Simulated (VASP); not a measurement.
# Ti in VASP: a series of runs

Runs on Ti. Level: PBE. Tasks: single point.

All numbers are computed with VASP 6.6.1; they aren't measurements. Logs are shortened: lines on timing, memory, paths and dates and some standing lists are left out, and cuts for length are marked.

## 1. The cell of the first run

The cell holds a slab with vacuum, 3 atoms: a = 2.939 Å, b = 2.939 Å, c = 19.650 Å, α = 90.00°, β = 90.00°, γ = 120.00°.

## 2. Single point, PBE

Input file INCAR:

```
SYSTEM = Ti
PREC     = Accurate       ! precision mode
ENCUT    = 520            ! plane-wave cutoff, eV
EDIFF    = 1E-6           ! SCF threshold, eV
ISMEAR   = 0              ! smearing method
SIGMA    = 0.1            ! smearing width, eV
LREAL    = .False.        ! projectors in reciprocal space
LASPH    = .True.         ! aspherical terms in the spheres
NELM     = 100            ! most SCF steps
ALGO     = Normal         ! electronic algorithm
ISIF     = 2              ! what is computed and relaxed
LWAVE    = .False.        ! write WAVECAR
LCHARG   = .False.        ! write CHGCAR
LDIPOL   = .True.       
IDIPOL   = 3            
DIPOL    = 0.5 0.5 0.500
GGA      = PE             ! functional
NBANDS   = 25             ! bands
```

Input file KPOINTS:

```
Automatic mesh
0
Gamma
  12 12 1
  0 0 0
```

Input file POSCAR:

```
Ti
1.0
    2.9385821062      0.0000000000      0.0000000000
   -1.4692910531      2.5448867551      0.0000000000
    0.0000000000      0.0000000000     19.6504271808
Ti
3
Direct
    0.3333333333      0.6666666667      0.3816710920
    0.6666666667      0.3333333333      0.5000000000
    0.3333333333      0.6666666667      0.6183289080
```

Potentials or basis: VASP PAW PBE potentials, release 64 (Ti_sv).

Run with:

```sh
cat potpaw_PBE.64/Ti_sv/POTCAR > POTCAR
mpirun -np 1 vasp_std > vasp.out
```

OUTCAR:

```text
SYSTEM = Ti
   PREC = Accurate
   ENCUT = 520
   EDIFF = 1E-6
   ISMEAR = 0
   LREAL = .False.
   LASPH = .True.
   NELM = 100
   ISIF = 2
   GGA = PE

 ion  position               nearest neighbor table
   1  0.333  0.667  0.382-   2 2.88   2 2.88   2 2.88
   2  0.667  0.333  0.500-   1 2.88   3 2.88   1 2.88   3 2.88   1 2.88   3 2.88
   3  0.333  0.667  0.618-   2 2.88   2 2.88   2 2.88

  LATTYP: Found a hexagonal cell.
 ALAT       =     2.9385821062
 C/A-ratio  =     6.6870437751

  Lattice vectors:

 A1 = (   2.9385821062,   0.0000000000,   0.0000000000)
 A2 = (  -1.4692910531,   2.5448867551,   0.0000000000)
 A3 = (   0.0000000000,   0.0000000000,  19.6504271808)

Analysis of symmetry for initial positions (statically):
=====================================================================
 Subroutine PRICEL returns:
 Original cell was already a primitive cell.

 Routine SETGRP: Setting up the symmetry group for a
 hexagonal supercell.

 Subroutine GETGRP returns: Found 12 space group operations
 (whereof 12 operations were pure point group operations)
 out of a pool of 24 trial point group operations.

The static configuration has the point symmetry D_3h.

Analysis of symmetry for dynamics (positions and initial velocities):
=====================================================================
 Subroutine PRICEL returns:
 Original cell was already a primitive cell.

 Routine SETGRP: Setting up the symmetry group for a
 hexagonal supercell.

 Subroutine GETGRP returns: Found 12 space group operations
 (whereof 12 operations were pure point group operations)
 out of a pool of 24 trial point group operations.

The dynamic configuration has the point symmetry D_3h.

 Subroutine INISYM returns: Found 12 space group operations
 (whereof 12 operations are pure point group operations),
 and found     1 'primitive' translations

----------------------------------------------------------------------------------------

                                     Primitive cell

  volume of cell :     146.9529

  direct lattice vectors                    reciprocal lattice vectors
     2.938582106  0.000000000  0.000000000     0.340300173  0.196472397  0.000000000
    -1.469291053  2.544886755  0.000000000     0.000000000  0.392944793  0.000000000
     0.000000000  0.000000000 19.650427181     0.000000000  0.000000000  0.050889479

  length of vectors
[... 83 lines left out ...]
   NFREE  =      0    steps in history (QN), initial steepest desc. (CG)
   ISIF   =      2    stress and relaxation
   ISYM   =      2    0-nonsym 1-usesym 2-fastsym
   POTIM  = 0.5000    time-step for ionic-motion
   TEBEG  =    0.0;   TEEND  =   0.0 temperature during run
   PSTRESS=    0.0 pullay stress
   NELECT =      36.0000    total number of electrons
   NUPDOWN=      -1.0000    fix difference up-down
   EMIN   =  10.00;   EMAX   =-10.00  energy-range for DOS
   EFERMI =   0.00;   METHOD = LEGACY
   ISMEAR =     0;   SIGMA  =   0.10  broadening in eV -4-tet -1-fermi 0-gaus
   EFERMI_NEDOS =   21; number of points for ismear=-14 and -15
   IALGO  =     38    algorithm
   IMIX   =      4    mixing-type and parameters
     AMIX     =   0.40;   BMIX     =  1.00
     AMIX_MAG =   1.60;   BMIX_MAG =  1.00
  volume/ion in A,a.u.               =      48.98       330.56
  Fermi-wavevector in a.u.,A,eV,Ry     =   1.024353  1.935746 14.276576  1.049299
  Thomas-Fermi vector in A             =   2.158135
   LORBIT       =      0    0 simple, 1 ext, 2 COOP (PROOUT), +10 PAW based schemes
   GGA     = PE    functional components
   LHFCALC =     F    Hartree Fock is set to
   AEXX    =    0.0000 exact exchange contribution
   IVDW    =     0    specifies the selected vdW correction
   LEPSILON=     F    determine dielectric tensor
   LRPA    =     F    only Hartree local field effects (RPA)
 non-spin polarized calculation
 Gauss-broadening in eV      SIGMA  =   0.10
  energy-cutoff  :      520.00
  volume of cell :      146.95
 maximum number of plane-waves:      4057
 NGX is ok and might be reduce to    24
   NGX = 11   NGY = 11   NGZ = 73

 dipolmoment           0.000000      0.000000      0.000000 electrons x Angstroem

 number of electron      35.9999995 magnetization

 dipolmoment           0.000000      0.000000     -0.000000 electrons x Angstroem

 Free energy of the ion-electron system (eV)
  ---------------------------------------------------
  ext. energy  EPLUGINS =         0.00000000
  ---------------------------------------------------
  free energy    TOTEN  =       -21.61291481 eV

  energy without entropy =      -21.57692931  energy(sigma->0) =      -21.59492206

 E-fermi :   0.2821     XC(G=0):  -5.1482

 val. band max:        0.2797580747   @ k =   0.0833   0.0000   0.0000
 cond. band min:       0.2850023348   @ k =   0.4167   0.0000   0.0000
 fundamental gap:      0.0052442602
 Fermi energy:         0.2821302549

 k-point     1 :       0.0000    0.0000    0.0000
  band No.  band energies     occupation
      1     -56.6157      2.00000
      2     -56.6069      2.00000
      3     -56.3562      2.00000
      4     -33.0597      2.00000
      5     -32.9254      2.00000
      6     -32.5696      2.00000
[... 521 lines left out ...]
     24       2.7821      0.00000
     25       2.8540      0.00000

------------------------ aborting loop because EDIFF is reached ----------------------------------------

 vacuum level on the upper side and lower side of the slab       (xc-potential included)        -0.190        -0.190

  FORCE on cell =-STRESS in cart. coord.  units (eV):
  Direction    XX          YY          ZZ          XY          YZ          ZX
  --------------------------------------------------------------------------------------
  -------------------------------------------------------------------------------------
  Total       -2.0040013     -2.0040013     -1.7975285      0.0000000      0.0000000     -0.0000000
  in kB      -21.8489364    -21.8489364    -19.5978338      0.0000000      0.0000000     -0.0000000
  external PRESSURE =     -21.0985689 kB  Pullay stress =       0.0000000 kB

 VOLUME and BASIS-vectors are now :
 -----------------------------------------------------------------------------
  energy-cutoff  :      520.00
  volume of cell :      146.95
      direct lattice vectors                 reciprocal lattice vectors
     2.938582106  0.000000000  0.000000000     0.340300173  0.196472397  0.000000000
    -1.469291053  2.544886755  0.000000000     0.000000000  0.392944793  0.000000000
     0.000000000  0.000000000 19.650427181     0.000000000  0.000000000  0.050889479

 POSITION                                       TOTAL-FORCE (eV/Angst)
 -----------------------------------------------------------------------------------
     -0.00000      1.69659      7.50000        -0.000000      0.000000      0.383259
      1.46929      0.84830      9.82521         0.000000     -0.000000     -0.000000
     -0.00000      1.69659     12.15043        -0.000000      0.000000     -0.383259
 -----------------------------------------------------------------------------------
    total drift:                                0.000000     -0.000000     -0.000000

  FREE ENERGIE OF THE ION-ELECTRON SYSTEM (eV)
  ---------------------------------------------------
  free  energy   TOTEN  =       -21.6129148141 eV

  energy  without entropy=      -21.5769293101  energy(sigma->0) =      -21.59492206

 vacuum level on the upper side and lower side of the slab         4.508         4.508
```

Run time: 49 s. Hardware: 1 thread of Intel Xeon 6975P-C (Granite Rapids), shared host; peak memory 0.29 GiB.

What came out:

```yaml
Free_energy: -21.6129 eV
Largest_force: 0.383 eV/Å
Band_gap_on_the_k_mesh: zero (band 18 reaches 0.88 eV, above the bottom of band 19 at 0.01 eV)
```

Forces in eV/Å, atoms in the order of the input:
```
Ti   0.000  0.000  0.383
Ti   0.000  0.000  0.000
Ti   0.000  0.000 -0.383
```

## 3. Single point, PBE

Input file INCAR:

```
PREC = Accurate ; ENCUT = 520
EDIFF = 1E-7 ; ISMEAR = 0
SIGMA = 0.1 ; LREAL = False
LASPH = True ; NELM = 60
ALGO = Normal ; ISIF = 2
LWAVE = False ; LCHARG = False
LDIPOL = True ; IDIPOL = 3
DIPOL = 0.5 0.5 0.500 ; GGA = PE
NBANDS = 25
```

Input file KPOINTS:

```
Automatic mesh
0
Gamma
  12 12 1
```

Input file POSCAR:

```
Ti
1.0
    2.9385821062      0.0000000000      0.0000000000
   -1.4692910531      2.5448867551      0.0000000000
    0.0000000000      0.0000000000     19.6504271808
Ti
3
Direct
    0.3333333333      0.6666666667      0.3869593551
    0.6666666667      0.3333333333      0.5000000443
    0.3333333333      0.6666666667      0.6130406006
```

Potentials or basis: VASP PAW PBE potentials, release 64 (Ti_sv).

Run with:

```sh
cat potpaw_PBE.64/Ti_sv/POTCAR > POTCAR
mpirun -np 1 vasp_std > vasp.out
```

Wall time 57 s (1 thread of Intel Xeon 6975P-C (Granite Rapids), shared host); peak memory 0.28 GiB.

It converged, with:

```yaml
Free_energy: -21.6571 eV
Largest_force: 0.015 eV/Å
Band_gap_on_the_k_mesh: zero (band 18 reaches 0.95 eV, above the bottom of band 19 at -0.06 eV)
```

Forces on the atoms (eV/Å):
```
Ti   0.000  0.000  0.015
Ti   0.000  0.000  0.000
Ti   0.000  0.000 -0.015
```

Levels at points of the mesh, in eV from the Fermi level:
| k point | band 14 | band 15 | band 16 | band 17 | band 18 | band 19 | band 20 | band 21 | band 22 | band 23 |
| --- | --- | --- | --- | --- | --- | --- | --- | --- | --- | --- |
| (0.00, 0.00, 0.00) | -4.16 | -2.91 | -0.11 | -0.05 | 0.70 | 0.70 | 0.73 | 0.73 | 0.94 | 1.01 |
| (0.50, 0.00, 0.00) | -2.25 | -2.00 | -1.16 | -0.95 | 0.08 | 0.74 | 0.76 | 1.23 | 1.57 | 1.78 |
